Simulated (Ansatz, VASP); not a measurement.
## One calculation of Cd, two programs

The input INCAR:

```
SYSTEM = Cd
PREC     = Accurate       ! precision mode
ENCUT    = 520            ! plane-wave cutoff, eV
EDIFF    = 1E-6           ! SCF threshold, eV
ISMEAR   = -1             ! smearing method
SIGMA    = 0.1            ! smearing width, eV
LREAL    = .False.        ! projectors in reciprocal space
LASPH    = .True.         ! aspherical terms in the spheres
NELM     = 80             ! most SCF steps
ALGO     = Normal         ! electronic algorithm
ISIF     = 2              ! what is computed and relaxed
LWAVE    = .False.        ! write WAVECAR
LCHARG   = .False.        ! write CHGCAR
GGA      = PS             ! functional
NBANDS   = 19             ! bands
```

The input KPOINTS:

```
regular mesh
0
Gamma
  20 20 9
  0 0 0
```

Contents of POSCAR:

```
Cd
1.0
    3.0034363047      0.0000000000      0.0000000000
   -1.5017181523      2.6010521385      0.0000000000
    0.0000000000      0.0000000000      5.8756178903
Cd
2
Direct
    0.3333333333      0.6666666667      0.2500000000
    0.6666666667      0.3333333333      0.7500000000
```

Input for Ansatz:

```yaml
crystal:
  lattice:
    - [3.0034363041, 0.0, 0.0]
    - [-1.501718152, 2.601052138, 0.0]
    - [0.0, 0.0, 5.8756178859]
  atoms:
    - { symbol: Cd, position: [0.3333333333, 0.6666666667, 0.25] }
    - { symbol: Cd, position: [0.6666666667, 0.3333333333, 0.75] }
hamiltonian:
  xc: pbesol
  pseudopotentials:
    kind: paw
    azcp:
      Cd: "pseudopotentials/Cd.paw.azcp"
basis:
  ecutwfc: 420
  fft_grid_basis: typed
kpoints:
  mp_grid: { grid: [20, 20, 9], shift: [0, 0, 0] }
magnetization:
  spin_polarized: false
scf:
  occupations: { method: fermi_dirac, width: 0.1 }
output:
  stress: true
```

Alike in both runs: task single point; functional PBEsol; k mesh 20 × 20 × 9; occupations fermi-dirac, width 0.1 eV; no spin polarisation.

|  | VASP | Ansatz |
| --- | --- | --- |
| version | VASP 6.6.1 | Ansatz 0.2.0 |
| potentials or method | VASP PAW PBE potentials, release 64 (Cd), cutoff 520 eV | plane waves (420 eV) with PAW, scalar-relativistic |
| valence electrons in the cell | 24 | 40 |

VASP gave:

- pressure (GPa): -3.4
- traceless stress, the component that is largest in VASP (GPa): 0.56

Q: Estimate Ansatz's values.

A: Pressure (GPa): -3.7; traceless stress, the component that is largest in VASP (GPa): 0.68.

VASP's potentials were made for PBE, not for PBEsol, and Ansatz warns of the same on its side. The functional is the same, so the differences come from potentials, cutoffs and numerics. VASP's potentials hold 24 valence electrons a cell and Ansatz's 40, so a difference there can come from the potentials and not from the codes.
